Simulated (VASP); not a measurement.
Crystal: C.

```xyz
2
Lattice="2.1273 -1.2283 0.0000 2.1273 1.2283 0.0000 -1.3791 0.0000 3.5028" Properties=species:S:1:pos:R:3 pbc="T T T"
C     3.5455    0.0000    0.0003
C    -0.6699    0.0000    3.5025
```

Base run:

* Program: VASP 6.6.1
* Functional: PBEsol
* Potentials or basis: VASP PAW PBE potentials, release 64 (C)
* Cutoff: 520 eV
* k mesh: 14 × 14 × 9
* Occupations: fermi-dirac, width 0.15 eV
* Spin: no spin polarisation

Its results: pressure 1.5 GPa; largest force 0.004 eV/Å.

**Question.** The run is repeated on the same cell with these changes: functional from PBEsol to BLYP; further incar settings from ALGO = Normal; EDIFF = 1e-06; NBANDS = 11 to ALGO = Normal; EDIFF = 1e-07; NBANDS = 11. What comes out?

**Answer.** Pressure 6.7 GPa; largest force 0.005 eV/Å.

Caveats: this functional lacks dispersion, which binds layers or chains, so the pressure and a relaxed spacing across them are unreliable; the PAW data sets were made with another functional, which shifts forces and pressure a little; the cell stands under pressure (at least some runs).
